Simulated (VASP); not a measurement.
# ScIn3N2 (P6/mmm) in VASP: a series of runs

ScIn3N2 is run at these levels: PBE; tasks: single point.

All numbers are computed with VASP 6.6.1; they aren't measurements. Logs are shortened: lines on timing, memory, paths and dates and some standing lists are left out, and cuts for length are marked.

## (1) The cell of the first run

Symmetry: P6/mmm, No. 191, hexagonal system. The conventional cell has a = 5.373 Å, b = 5.373 Å, c = 4.266 Å, α = 90.00°, β = 90.00°, γ = 120.00°. Sc (site symmetry 6/mmm) has 6 N at 3.10 Å and 12 In at 3.43 Å within 4.1 Å. In (site symmetry mmm) has 4 N at 2.64 Å and 4 In at 2.69 Å and 4 Sc at 3.43 Å within 3.5 Å. N (site symmetry -6m2) has 6 In at 2.64 Å and 3 N at 3.10 Å and 3 Sc at 3.10 Å within 3.5 Å.

The cell was generated, and may not be a known phase.

## (2) Single point, PBE

INCAR reads:

```
PREC = Accurate
ENCUT = 520
EDIFF = 1E-6
ISMEAR = 0
SIGMA = 0.1
LREAL = F
LASPH = T
NELM = 60
ALGO = Normal
ISIF = 2
LWAVE = F
LCHARG = F
GGA = PE
NBANDS = 39
```

KPOINTS reads:

```
regular mesh
0
Gamma
  6 6 4
```

POSCAR reads:

```
ScIn3N2
1.0
    5.3732785800      0.0000000000      0.0000000000
   -2.6866392900      4.6533957500      0.0000000000
    0.0000000000      0.0000000000      4.2657254900
Sc In N
1 3 2
Direct
    0.0000000000      0.0000000000      0.0000000000
    0.5000000000      0.5000000000      0.5000000000
    0.0000000000      0.5000000000      0.5000000000
    0.5000000000      0.0000000000      0.5000000000
    0.3333333300      0.6666666700      0.0000000000
    0.6666666700      0.3333333300      0.0000000000
```

Potentials or basis: VASP PAW PBE potentials, release 64 (Sc_sv, In_d, N).

Started as:

```
> cat potpaw_PBE.64/Sc_sv/POTCAR potpaw_PBE.64/In_d/POTCAR potpaw_PBE.64/N/POTCAR > POTCAR
> mpirun -np 1 vasp_std > vasp.out
```

OUTCAR:

```text
PREC = Accurate
   ENCUT = 520
   EDIFF = 1E-6
   ISMEAR = 0
   LREAL = F
   LASPH = T
   NELM = 60
   ISIF = 2
   GGA = PE

 ion  position               nearest neighbor table
   1  0.000  0.000  0.000-   2 3.43   3 3.43   2 3.43   3 3.43   3 3.43   3 3.43   2 3.43   2 3.43
                             4 3.43   4 3.43   4 3.43   4 3.43
   2  0.500  0.500  0.500-   5 2.64   6 2.64   5 2.64   6 2.64   4 2.69   4 2.69   3 2.69   3 2.69
                             1 3.43   1 3.43   1 3.43   1 3.43
   3  0.000  0.500  0.500-   5 2.64   6 2.64   5 2.64   6 2.64   4 2.69   4 2.69   2 2.69   2 2.69
                             1 3.43   1 3.43   1 3.43   1 3.43
   4  0.500  0.000  0.500-   5 2.64   6 2.64   5 2.64   6 2.64   2 2.69   3 2.69   2 2.69   3 2.69
                             1 3.43   1 3.43   1 3.43   1 3.43
   5  0.333  0.667  0.000-   4 2.64   4 2.64   3 2.64   3 2.64   2 2.64   2 2.64
   6  0.667  0.333  0.000-   4 2.64   4 2.64   3 2.64   3 2.64   2 2.64   2 2.64

  LATTYP: Found a hexagonal cell.
 ALAT       =     5.3732785800
 C/A-ratio  =     0.7938775975

  Lattice vectors:

 A1 = (   5.3732785800,   0.0000000000,   0.0000000000)
 A2 = (  -2.6866392900,   4.6533957500,   0.0000000000)
 A3 = (   0.0000000000,   0.0000000000,   4.2657254900)

Analysis of symmetry for initial positions (statically):
=====================================================================
 Subroutine PRICEL returns:
 Original cell was already a primitive cell.

 Routine SETGRP: Setting up the symmetry group for a
 hexagonal supercell.

 Subroutine GETGRP returns: Found 24 space group operations
 (whereof 24 operations were pure point group operations)
 out of a pool of 24 trial point group operations.

The static configuration has the point symmetry D_6h.

Analysis of symmetry for dynamics (positions and initial velocities):
=====================================================================
 Subroutine PRICEL returns:
 Original cell was already a primitive cell.

 Routine SETGRP: Setting up the symmetry group for a
 hexagonal supercell.

 Subroutine GETGRP returns: Found 24 space group operations
 (whereof 24 operations were pure point group operations)
 out of a pool of 24 trial point group operations.

The dynamic configuration has the point symmetry D_6h.

 Subroutine INISYM returns: Found 24 space group operations
 (whereof 24 operations are pure point group operations),
 and found     1 'primitive' translations

----------------------------------------------------------------------------------------

                                     Primitive cell

  volume of cell :     106.6602

  direct lattice vectors                    reciprocal lattice vectors
     5.373278580  0.000000000  0.000000000     0.186106115  0.107448415  0.000000000
    -2.686639290  4.653395750  0.000000000     0.000000000  0.214896831  0.000000000
     0.000000000  0.000000000  4.265725490     0.000000000  0.000000000  0.234426712

  length of vectors
     5.373278580  5.373278578  4.265725490     0.214896831  0.214896831  0.234426712

  position of ions in fractional coordinates (direct lattice)
     0.000000000  0.000000000  0.000000000
     0.500000000  0.500000000  0.500000000
     0.000000000  0.500000000  0.500000000
     0.500000000  0.000000000  0.500000000
     0.333333330  0.666666670  0.000000000
     0.666666670  0.333333330  0.000000000

  ion indices of the primitive-cell ions
   primitive index   ion index
                 1           1
                 2           2
                 3           3
                 4           4
                 5           5
                 6           6

----------------------------------------------------------------------------------------

 KPOINTS: regular mesh

Automatic generation of k-mesh.
 Grid dimensions read from file:
 generate k-points for:    6    6    4

 Generating k-lattice:

  Cartesian coordinates                     Fractional coordinates (reciprocal lattice)
     0.031017686  0.017908069  0.000000000     0.166666667  0.000000000  0.000000000
     0.000000000  0.035816138  0.000000000     0.000000000  0.166666667  0.000000000
     0.000000000  0.000000000  0.058606678     0.000000000  0.000000000  0.250000000

  Length of vectors
     0.035816138  0.035816138  0.058606678

  Shift w.r.t. Gamma in fractional coordinates (k-lattice)
     0.000000000  0.000000000  0.000000000

 Subroutine IBZKPT returns following result:
 ===========================================

 Found     21 irreducible k-points:

 Following reciprocal coordinates:
            Coordinates               Weight
  0.000000  0.000000  0.000000      1.000000
  0.166667  0.000000  0.000000      6.000000
  0.333333  0.000000  0.000000      6.000000
  0.500000  0.000000  0.000000      3.000000
  0.166667  0.166667  0.000000      6.000000
  0.333333  0.166667  0.000000     12.000000
[... 13 lines left out ...]
  0.333333  0.166667  0.500000     12.000000
  0.333333  0.333333  0.500000      2.000000
   k-points           NKPTS =     21   k-points in BZ     NKDIM =     21   number of bands    NBANDS=     39
   number of dos      NEDOS =    301   number of ions     NIONS =      6
   total plane-waves  NPLWV =  51200
   dimension x,y,z NGX =    40 NGY =   40 NGZ =   32
   dimension x,y,z NGXF=    80 NGYF=   80 NGZF=   64
   ions per type =               1   3   2
   NGX,Y,Z   is equivalent  to a cutoff of  12.38, 12.38, 12.47 a.u.
   NGXF,Y,Z  is equivalent  to a cutoff of  24.75, 24.75, 24.94 a.u.
 SYSTEM =  unknown system
   PREC   = accura    normal or accurate (medium, high low for compatibility)
   ISTART =      0    job   : 0-new  1-cont  2-samecut
   ICHARG =      2    charge: 1-file 2-atom 10-const
   ISPIN  =      1    spin polarized calculation?
   LNONCOLLINEAR =      F non collinear calculations
   LSORBIT =      F    spin-orbit coupling
   LASPH  =      T    aspherical Exc in radial PAW
   ENCUT  =  520.0 eV  38.22 Ry    6.18 a.u.   9.99  9.99  7.93*2*pi/ulx,y,z
   NELM   =     60;   NELMIN=  2; NELMDL= -5     # of ELM steps
   EDIFF  = 0.1E-05   stopping-criterion for ELM
   LREAL  =      F    real-space projection
   EDIFFG = 0.1E-04   stopping-criterion for IOM
   NSW    =      0    number of steps for IOM
   IBRION =     -1    ionic relax: 0-MD 1-quasi-New 2-CG
   NFREE  =      0    steps in history (QN), initial steepest desc. (CG)
   ISIF   =      2    stress and relaxation
   ISYM   =      2    0-nonsym 1-usesym 2-fastsym
   POTIM  = 0.5000    time-step for ionic-motion
   TEBEG  =    0.0;   TEEND  =   0.0 temperature during run
   PSTRESS=    0.0 pullay stress
   NELECT =      60.0000    total number of electrons
   NUPDOWN=      -1.0000    fix difference up-down
   EMIN   =  10.00;   EMAX   =-10.00  energy-range for DOS
   EFERMI =   0.00;   METHOD = LEGACY
   ISMEAR =     0;   SIGMA  =   0.10  broadening in eV -4-tet -1-fermi 0-gaus
   EFERMI_NEDOS =   21; number of points for ismear=-14 and -15
   IALGO  =     38    algorithm
   IMIX   =      4    mixing-type and parameters
     AMIX     =   0.40;   BMIX     =  1.00
     AMIX_MAG =   1.60;   BMIX_MAG =  1.00
  volume/ion in A,a.u.               =      17.78       119.96
  Fermi-wavevector in a.u.,A,eV,Ry     =   1.351423  2.553818 24.848904  1.826343
  Thomas-Fermi vector in A             =   2.478846
   LORBIT       =      0    0 simple, 1 ext, 2 COOP (PROOUT), +10 PAW based schemes
   GGA     = PE    functional components
   LHFCALC =     F    Hartree Fock is set to
   AEXX    =    0.0000 exact exchange contribution
   IVDW    =     0    specifies the selected vdW correction
   LEPSILON=     F    determine dielectric tensor
   LRPA    =     F    only Hartree local field effects (RPA)
 non-spin polarized calculation
 Gauss-broadening in eV      SIGMA  =   0.10
  energy-cutoff  :      520.00
  volume of cell :      106.66
 maximum number of plane-waves:      2888
 NGX is ok and might be reduce to    40

 number of electron      60.0000004 magnetization

 Free energy of the ion-electron system (eV)
  ---------------------------------------------------
  ext. energy  EPLUGINS =         0.00000000
  ---------------------------------------------------
  free energy    TOTEN  =       -25.30717984 eV

  energy without entropy =      -25.29512793  energy(sigma->0) =      -25.30115388

 E-fermi :   7.4790     XC(G=0): -10.8621

 val. band max:        7.4784900498   @ k =   0.1667   0.0000   0.5000
 cond. band min:       7.5761946528   @ k =   0.3333   0.1667   0.2500
 fundamental gap:      0.0977046030
 Fermi energy:         7.4790392580

 k-point     1 :       0.0000    0.0000    0.0000
  band No.  band energies     occupation
      1     -43.3908      2.00000
      2     -21.9719      2.00000
      3     -21.9702      2.00000
      4     -21.9702      2.00000
      5      -8.8170      2.00000
      6      -8.3874      2.00000
[... 31 lines left out ...]
     38       9.7001      0.00000
     39       9.7001      0.00000

 k-point     2 :       0.1667    0.0000    0.0000
  band No.  band energies     occupation
      1     -43.3908      2.00000
      2     -21.9719      2.00000
      3     -21.9706      2.00000
      4     -21.9703      2.00000
      5      -8.7274      2.00000
      6      -8.3645      2.00000
[... 31 lines left out ...]
     38      10.0348      0.00000
     39      10.7116      0.00000

 k-point     3 :       0.3333    0.0000    0.0000
  band No.  band energies     occupation
      1     -43.3908      2.00000
      2     -21.9720      2.00000
      3     -21.9714      2.00000
      4     -21.9705      2.00000
      5      -8.5387      2.00000
      6      -8.2633      2.00000
[... 706 lines left out ...]
 k-point    20 :       0.3333    0.1667    0.5000
  band No.  band energies     occupation
      1     -43.3903      2.00000
      2     -21.9834      2.00000
      3     -21.9702      2.00000
      4     -21.9697      2.00000
      5      -8.3764      2.00000
      6      -8.1680      2.00000
[... 31 lines left out ...]
     38      10.8330      0.00000
     39      11.2908      0.00000

 k-point    21 :       0.3333    0.3333    0.5000
  band No.  band energies     occupation
      1     -43.3903      2.00000
      2     -21.9834      2.00000
      3     -21.9700      2.00000
      4     -21.9700      2.00000
      5      -8.1803      2.00000
      6      -8.0588      2.00000
[... 31 lines left out ...]
     38      10.8126      0.00000
     39      10.8126      0.00000

------------------------ aborting loop because EDIFF is reached ----------------------------------------

  FORCE on cell =-STRESS in cart. coord.  units (eV):
  Direction    XX          YY          ZZ          XY          YZ          ZX
  --------------------------------------------------------------------------------------
  -------------------------------------------------------------------------------------
  Total        5.8470876      5.8470876    -10.7168869     -0.0000000     -0.0000000      0.0000000
  in kB       87.8310211     87.8310210   -160.9818740     -0.0000000     -0.0000000      0.0000000
  external PRESSURE =       4.8933893 kB  Pullay stress =       0.0000000 kB

 VOLUME and BASIS-vectors are now :
 -----------------------------------------------------------------------------
  energy-cutoff  :      520.00
  volume of cell :      106.66
      direct lattice vectors                 reciprocal lattice vectors
     5.373278580  0.000000000  0.000000000     0.186106115  0.107448415  0.000000000
    -2.686639290  4.653395750  0.000000000     0.000000000  0.214896831  0.000000000
     0.000000000  0.000000000  4.265725490     0.000000000  0.000000000  0.234426712

 POSITION                                       TOTAL-FORCE (eV/Angst)
 -----------------------------------------------------------------------------------
      0.00000      0.00000      0.00000         0.000000      0.000000     -0.000000
      1.34332      2.32670      2.13286         0.000000      0.000000     -0.000000
     -1.34332      2.32670      2.13286         0.000000      0.000000     -0.000000
      2.68664      0.00000      2.13286         0.000000      0.000000     -0.000000
     -0.00000      3.10226      0.00000         0.000000     -0.000000     -0.000000
      2.68664      1.55113      0.00000        -0.000000     -0.000000      0.000000
 -----------------------------------------------------------------------------------
    total drift:                               -0.000000      0.000000     -0.000000

  FREE ENERGIE OF THE ION-ELECTRON SYSTEM (eV)
  ---------------------------------------------------
  free  energy   TOTEN  =       -25.3071798376 eV

  energy  without entropy=      -25.2951279297  energy(sigma->0) =      -25.30115388
```

It took 84 s on 1 thread of Intel Xeon Platinum 8488C (Sapphire Rapids), shared host; peak memory 0.25 GiB.

Results:

| Item | Value |
| --- | --- |
| Free energy | -25.3072 eV |
| Pressure | 0.5 GPa |
| Band gap on the k mesh | zero (bands 30 and 31 overlap by 1.14 eV) |

Stress tensor (GPa, compression positive):
```
  8.78   0.00   0.00
  0.00   8.78   0.00
  0.00   0.00 -16.10
```

Caveat: the k points lie up to 0.37 Å⁻¹ apart, too coarse for converged energies and pressures of a metal; spin-orbit coupling is left out, which moves the levels of the heavy elements.

## (3) Single point, PBE

This run uses another cell than the first one, of the same volume but with other edges.

INCAR reads:

```
PREC     = Accurate       # precision mode
ENCUT    = 520            # plane-wave cutoff, eV
EDIFF    = 1E-6           # SCF threshold, eV
ISMEAR   = 0              # smearing method
SIGMA    = 0.1            # smearing width, eV
LREAL    = F              # projectors in reciprocal space
LASPH    = T              # aspherical terms in the spheres
NELM     = 100            # most SCF steps
ALGO     = Normal         # electronic algorithm
ISIF     = 2              # what is computed and relaxed
LWAVE    = F              # write WAVECAR
LCHARG   = F              # write CHGCAR
GGA      = PE             # functional
NBANDS   = 39             # bands
```

KPOINTS reads:

```
regular mesh
0
Gamma
  12 12 10
```

POSCAR reads:

```
ScIn3N2
1.0
    6.0981457608      0.0000000000      0.0000000000
   -3.0490728804      5.2811491448      0.0000000000
    0.0000000000      0.0000000000      3.3088755302
Sc In N
1 3 2
Direct
    0.0000000000      0.0000000000      0.0000000000
    0.5000000000      0.5000000000      0.5000000000
    0.0000000000      0.5000000000      0.5000000000
    0.5000000000      0.0000000000      0.5000000000
    0.3333333333      0.6666666667      0.0000000000
    0.6666666667      0.3333333333      0.0000000000
```

Potentials or basis: VASP PAW PBE potentials, release 64 (Sc_sv, In_d, N).

Started as:

```
> cat potpaw_PBE.64/Sc_sv/POTCAR potpaw_PBE.64/In_d/POTCAR potpaw_PBE.64/N/POTCAR > POTCAR
> mpirun -np 1 vasp_std > vasp.out
```

OUTCAR:

```text
PREC = Accurate
   ENCUT = 520
   EDIFF = 1E-6
   ISMEAR = 0
   LREAL = F
   LASPH = T
   NELM = 100
   ISIF = 2
   GGA = PE

 ion  position               nearest neighbor table
   1  0.000  0.000  0.000-   2 3.47   3 3.47   2 3.47   3 3.47   3 3.47   3 3.47   2 3.47   2 3.47
                             4 3.47   4 3.47   4 3.47   4 3.47
   2  0.500  0.500  0.500-   5 2.42   6 2.42   5 2.42   6 2.42   4 3.05   4 3.05   3 3.05   3 3.05
                             1 3.47   1 3.47   1 3.47   1 3.47
   3  0.000  0.500  0.500-   5 2.42   6 2.42   5 2.42   6 2.42   4 3.05   4 3.05   2 3.05   2 3.05
                             1 3.47   1 3.47   1 3.47   1 3.47
   4  0.500  0.000  0.500-   5 2.42   6 2.42   5 2.42   6 2.42   2 3.05   3 3.05   2 3.05   3 3.05
                             1 3.47   1 3.47   1 3.47   1 3.47
   5  0.333  0.667  0.000-   4 2.42   4 2.42   3 2.42   3 2.42   2 2.42   2 2.42
   6  0.667  0.333  0.000-   4 2.42   4 2.42   3 2.42   3 2.42   2 2.42   2 2.42

  LATTYP: Found a hexagonal cell.
 ALAT       =     6.0981457608
 C/A-ratio  =     0.5426035487

  Lattice vectors:

 A1 = (   6.0981457608,   0.0000000000,   0.0000000000)
 A2 = (  -3.0490728804,   5.2811491448,   0.0000000000)
[... 190 lines left out ...]
 Fermi energy:         7.7072713431

 k-point     1 :       0.0000    0.0000    0.0000
  band No.  band energies     occupation
      1     -42.7834      2.00000
      2     -21.4749      2.00000
      3     -21.4749      2.00000
      4     -21.1377      2.00000
      5      -8.4597      2.00000
      6      -7.3877      2.00000
[... 997 lines left out ...]
     38      11.9625      0.00000
     39      12.6638      0.00000

 [... further k-points ...]

------------------------ aborting loop because EDIFF is reached ----------------------------------------

  FORCE on cell =-STRESS in cart. coord.  units (eV):
  Direction    XX          YY          ZZ          XY          YZ          ZX
  --------------------------------------------------------------------------------------
  -------------------------------------------------------------------------------------
  Total        0.0438706      0.0438706      0.0560448      0.0000000     -0.0000000      0.0000000
  in kB        0.6595952      0.6595952      0.8426345      0.0000000     -0.0000000      0.0000000
  external PRESSURE =       0.7206083 kB  Pullay stress =       0.0000000 kB

 VOLUME and BASIS-vectors are now :
 -----------------------------------------------------------------------------
  energy-cutoff  :      520.00
  volume of cell :      106.56
      direct lattice vectors                 reciprocal lattice vectors
     6.098145761  0.000000000  0.000000000     0.163984273  0.094676364  0.000000000
    -3.049072880  5.281149145  0.000000000     0.000000000  0.189352728  0.000000000
     0.000000000  0.000000000  3.308875530     0.000000000  0.000000000  0.302217473

 POSITION                                       TOTAL-FORCE (eV/Angst)
 -----------------------------------------------------------------------------------
      0.00000      0.00000      0.00000         0.000000      0.000000      0.000000
      1.52454      2.64057      1.65444         0.000000      0.000000      0.000000
     -1.52454      2.64057      1.65444         0.000000      0.000000      0.000000
      3.04907      0.00000      1.65444         0.000000      0.000000      0.000000
     -0.00000      3.52077      0.00000         0.000000     -0.000000      0.000000
      3.04907      1.76038      0.00000        -0.000000      0.000000     -0.000000
 -----------------------------------------------------------------------------------
    total drift:                               -0.000000      0.000000     -0.000000

  FREE ENERGIE OF THE ION-ELECTRON SYSTEM (eV)
  ---------------------------------------------------
  free  energy   TOTEN  =       -27.3152620625 eV

  energy  without entropy=      -27.3071286410  energy(sigma->0) =      -27.31119535
```

stdout:

```text
POSCAR found type information on POSCAR ScInN
 POSCAR found :  3 types and       6 ions
 scaLAPACK will be used
 LDA part: xc-table for (Slater+PW92), standard interpolation
 POSCAR, INCAR and KPOINTS ok, starting setup
 FFT: planning ... GRIDC
 FFT: planning ... GRID_SOFT
 FFT: planning ... GRID
 WAVECAR not read
 entering main loop
```

It took 8 min on 1 thread of Intel Xeon Platinum 8488C (Sapphire Rapids), shared host; peak memory 0.54 GiB.

What came out:

```yaml
Free_energy: -27.3153 eV
Pressure: 0.1 GPa
Band_gap_on_the_k_mesh: zero (bands 30 and 31 overlap by 1.51 eV)
```

Caveat: spin-orbit coupling is left out, which moves the levels of the heavy elements.

The gap in the log of VASP goes by the Fermi energy; the results here count the filled bands.